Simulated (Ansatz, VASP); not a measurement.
ZnS in VASP and in Ansatz

INCAR

```
  PREC = Accurate
  ENCUT = 520
  EDIFF = 1E-8
  ISMEAR = -1
  SIGMA = 0.02
  LREAL = Auto
  LASPH = True
  NELM = 100
  ALGO = Normal
  ISIF = 2
  LWAVE = False
  LCHARG = False
  GGA = PE
  LEFG = True
  NBANDS = 146
```

KPOINTS

```
regular mesh
0
Gamma
  8 8 1
```

File POSCAR:

```
ZnS
1.0
    3.8083171437      0.0000000000      0.0000000000
   -1.9041585718      3.2980993921      0.0000000000
    0.0000000000      0.0000000000     43.6251415000
Zn S
14 14
Direct
    0.0000000000      0.0000000000      0.1428991200
    0.6666666667      0.3333333333      0.0714804500
    0.0000000000      0.0000000000      0.5714154500
    0.3333333333      0.6666666667      0.2143217000
    0.3333333333      0.6666666667      0.7857332600
    0.6666666667      0.3333333333      0.6428990600
    0.6666666667      0.3333333333      0.4286660900
    0.0000000000      0.0000000000      0.8572013900
    0.6666666667      0.3333333333      0.9286019000
    0.0000000000      0.0000000000      0.7143563700
    0.6666666667      0.3333333333      0.2857094200
    0.0000000000      0.0000000000      0.3571828100
    0.3333333333      0.6666666667      0.0000256600
    0.3333333333      0.6666666667      0.5000280300
    0.3333333333      0.6666666667      0.5535239300
    0.6666666667      0.3333333333      0.4821316100
    0.0000000000      0.0000000000      0.1964006300
    0.6666666667      0.3333333333      0.3391892100
    0.0000000000      0.0000000000      0.9106885300
    0.3333333333      0.6666666667      0.8392959900
    0.0000000000      0.0000000000      0.7677829700
    0.3333333333      0.6666666667      0.2678197700
    0.6666666667      0.3333333333      0.6964519700
    0.0000000000      0.0000000000      0.4107399500
    0.3333333333      0.6666666667      0.0535846700
    0.0000000000      0.0000000000      0.6248979900
    0.6666666667      0.3333333333      0.9820625500
    0.6666666667      0.3333333333      0.1249665000
```

Input for Ansatz:

```yaml
crystal:
  lattice:
    - [3.8083171437, 0.0, 0.0]
    - [-1.9041585718, 3.2980993921, 0.0]
    - [0.0, 0.0, 43.6251415]
  atoms:
    - { symbol: Zn, position: [0.0, 0.0, 0.14289912] }
    - { symbol: Zn, position: [0.6666666667, 0.3333333333, 0.07148045] }
    - { symbol: Zn, position: [0.0, 0.0, 0.57141545] }
    - { symbol: Zn, position: [0.3333333333, 0.6666666667, 0.2143217] }
    - { symbol: Zn, position: [0.3333333333, 0.6666666667, 0.78573326] }
    - { symbol: Zn, position: [0.6666666667, 0.3333333333, 0.64289906] }
    - { symbol: Zn, position: [0.6666666667, 0.3333333333, 0.42866609] }
    - { symbol: Zn, position: [0.0, 0.0, 0.85720139] }
    - { symbol: Zn, position: [0.6666666667, 0.3333333333, 0.9286019] }
    - { symbol: Zn, position: [0.0, 0.0, 0.71435637] }
    - { symbol: Zn, position: [0.6666666667, 0.3333333333, 0.28570942] }
    - { symbol: Zn, position: [0.0, 0.0, 0.35718281] }
    - { symbol: Zn, position: [0.3333333333, 0.6666666667, 2.566e-05] }
    - { symbol: Zn, position: [0.3333333333, 0.6666666667, 0.50002803] }
    - { symbol: S, position: [0.3333333333, 0.6666666667, 0.55352393] }
    - { symbol: S, position: [0.6666666667, 0.3333333333, 0.48213161] }
    - { symbol: S, position: [0.0, 0.0, 0.19640063] }
    - { symbol: S, position: [0.6666666667, 0.3333333333, 0.33918921] }
    - { symbol: S, position: [0.0, 0.0, 0.91068853] }
    - { symbol: S, position: [0.3333333333, 0.6666666667, 0.83929599] }
    - { symbol: S, position: [0.0, 0.0, 0.76778297] }
    - { symbol: S, position: [0.3333333333, 0.6666666667, 0.26781977] }
    - { symbol: S, position: [0.6666666667, 0.3333333333, 0.69645197] }
    - { symbol: S, position: [0.0, 0.0, 0.41073995] }
    - { symbol: S, position: [0.3333333333, 0.6666666667, 0.05358467] }
    - { symbol: S, position: [0.0, 0.0, 0.62489799] }
    - { symbol: S, position: [0.6666666667, 0.3333333333, 0.98206255] }
    - { symbol: S, position: [0.6666666667, 0.3333333333, 0.1249665] }
kpoints:
  mp_grid: { grid: [8, 8, 1] }
scf:
  occupations: { method: fermi_dirac, width: 0.02 }
hamiltonian:
  xc: pbe
  pseudopotentials: { kind: paw }
output:
  forces: true
  stress: true
  populations: true
  efg:
    quadrupole_moments_barn: { Zn: 0.122, S: -0.0694 }
    contact_densities: true
```

Alike in both runs: task electric field gradients; functional PBE; k mesh 8 × 8 × 1; occupations fermi-dirac, width 0.02 eV; no spin polarisation.

|  | VASP | Ansatz |
| --- | --- | --- |
| version | VASP 6.6.1 | Ansatz 0.2.0 |
| potentials or method | VASP PAW PBE potentials, release 64 (Zn, S) | plane-wave PAW, scalar-relativistic |
| plane-wave cutoff (eV) | 520 | 420 |
| valence electrons in the cell | 252 | 252 |

|  | VASP | Ansatz | Ansatz less VASP |
| --- | --- | --- | --- |
| gap on the k mesh at the Fermi level (eV) | 2.17 | 2.16 | -0.006 |
| pressure (GPa) | 2.3 | 2.2 | -0.10 |
| rms of the force components (eV/Å) | 0.004 | 0.004 | +0.0002 |
| size of Vzz on the site where it differs most (V/Å²) | 0.9 | 1.0 | +0.12 |

Atom by atom the forces differ by 0.001 eV/Å (rms over components).
